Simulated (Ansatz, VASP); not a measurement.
# One calculation of ZrB, two programs

File INCAR:

```
  ALGO = Normal
  EDIFF = 1E-7
  ENCUT = 520
  ISIF = 2
  ISMEAR = 0
  LASPH = T
  LCHARG = T
  LELF = T
  LREAL = F
  LVHAR = T
  LWAVE = F
  NBANDS = 14
  NELM = 100
  PREC = Accurate
  SIGMA = 0.15
```

File KPOINTS:

```
k-points
0
Gamma
  18 18 18
```

The input POSCAR:

```
ZrB
1.0
    0.0000000000      2.4960911404      2.0807415746
    2.4960911404      0.0000000000      2.0807415746
    2.4960911404      2.4960911404      0.0000000000
Zr B
1 1
Direct
    0.0000000000      0.0000000000      0.0000000000
    0.5000000000      0.5000000000      0.5000000000
```

Input for Ansatz:

```yaml
crystal:
  lattice:
    - [0.0, 2.4960911404, 2.0807415746]
    - [2.4960911404, 0.0, 2.0807415746]
    - [2.4960911404, 2.4960911404, 0.0]
  atoms:
    - { symbol: Zr, position: [0.0, 0.0, 0.0] }
    - { symbol: B, position: [0.5, 0.5, 0.5] }
basis:
  ecutwfc: 520.0
kpoints:
  mp_grid: { grid: [18, 18, 18] }
hamiltonian:
  xc: lda
scf:
  occupations: { method: gaussian, width: 0.15 }
output:
  forces: true
  stress: true
  eigenvalues: true
```

Alike in both runs: task single point; functional LDA; k mesh 18 × 18 × 18; occupations gaussian, width 0.15 eV; no spin polarisation.

```csv
,VASP,Ansatz
version,VASP 6.6.1,Ansatz 0.2.0
potentials or method,"VASP PAW LDA potentials, release 64 (Zr_sv, B), cutoff 520 eV","scalar-relativistic, plane waves, PAW"
valence electrons in the cell,15,15
```

```csv
,VASP,Ansatz,Ansatz less VASP
gap on the k mesh at the Fermi level (eV),none,none,-
pressure (GPa),22.8,22.4,-0.37
"traceless stress, the component that is largest in VASP (GPa)",43.96,43.88,-0.080
```

LDA's correlation is that of Perdew and Zunger in VASP and of Perdew and Wang (1992) in Ansatz. A gap of «none» marks a metal or a gap that the smearing closes.
